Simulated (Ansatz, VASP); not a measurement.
## Two plane-wave programs on BaTiO3

```
CELL_PARAMETERS angstrom
3.87625 0.00000 0.00000
0.00000 2.75914 2.76716
0.00000 -2.75914 2.76716
ATOMIC_POSITIONS crystal
Ba 0.00000 0.00000 0.00000
Ti 0.50000 0.51240 0.51240
O 0.00000 0.48740 0.48740
O 0.50000 0.50524 0.99184
O 0.50000 0.99184 0.50524
```

Alike in both runs: task single point; functional r2SCAN; k mesh 6 × 6 × 6; no spin polarisation.

```csv
,VASP,Ansatz
version,VASP 6.6.1,Ansatz 0.2.0
potentials or method,"VASP PAW PBE potentials, release 64 (Ba_sv, Ti_sv, O), cutoff 520 eV","plane waves, PAW"
occupations,"fermi-dirac, width 0.1 eV",fermi-dirac
valence electrons in the cell,40,40
```

Ansatz gave:

| Property | Result |
| --- | --- |
| pressure (GPa) | 16.7 |
| traceless stress, the component that is largest in VASP (GPa) | -0.51 |

**Question.** What did VASP give for the same quantities?

**Answer.** Pressure (GPa): 19.3; traceless stress, the component that is largest in VASP (GPa): -0.51.

VASP's potentials were made for PBE, not for r2SCAN.

Spin-orbit coupling is off throughout.
